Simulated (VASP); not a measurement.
# Pb: single point with PBEsol

The system is Pb.

```xyz
1
Lattice="0.0000 2.4698 2.4081 2.4698 0.0000 2.4081 2.4698 2.4698 0.0000" Properties=species:S:1:pos:R:3 pbc="T T T"
Pb    0.0000    0.0000    0.0000
```

This cell differs from its parent crystal: strain +0.000 along x and y, -0.025 along z.

```json
{"Program": "VASP 6.6.1", "Task": "single point", "Functional": "PBEsol", "Potentials or basis": "VASP PAW PBE potentials, release 64 (Pb_d)", "Cutoff": "520 eV", "k mesh": "16 × 16 × 16", "Occupations": "gaussian, width 0.15 eV", "Spin": "no spin polarisation", "Dipole correction": "no", "Further INCAR settings": "ALGO = Normal; EDIFF = 1e-07; NBANDS = 13"}
```

- Pressure: 1.0 GPa
- Band gap on the k mesh: zero (band 7 reaches 15.09 eV, above the bottom of band 8 at 5.64 eV)

Stress tensor (GPa, compression positive):
```
0.78 0.00 0.00
0.00 0.78 0.00
0.00 0.00 1.33
```

Levels at points of the mesh, in eV from the Fermi level:
| k point | band 4 | band 5 | band 6 | band 7 | band 8 | band 9 | band 10 | band 11 |
| --- | --- | --- | --- | --- | --- | --- | --- | --- |
| (0.00, 0.00, 0.00) | -16.91 | -16.88 | -12.02 | 7.59 | 7.65 | 7.65 | 9.75 | 11.69 |
| (0.50, 0.00, 0.00) | -16.75 | -16.74 | -8.20 | -4.42 | 5.50 | 5.91 | 9.24 | 9.67 |
| (0.50, 0.50, 0.00) | -16.70 | -16.70 | -6.52 | -3.30 | 1.83 | 1.83 | 5.23 | 6.53 |
| (0.50, 0.00, 0.50) | -16.72 | -16.70 | -6.81 | -3.52 | 2.07 | 2.23 | 5.53 | 6.81 |

Run time: 93 s on 1 thread of Intel(R) Xeon(R) Platinum 8488C (Sapphire Rapids), on a shared host, peak memory 0.24 GiB.

Caveat: the cell differs from its parent crystal (strain +0.000 along x and y, -0.025 along z); the PAW data sets were made with another functional, which shifts forces and pressure a little; spin-orbit coupling is left out, which moves the levels of the heavy elements.
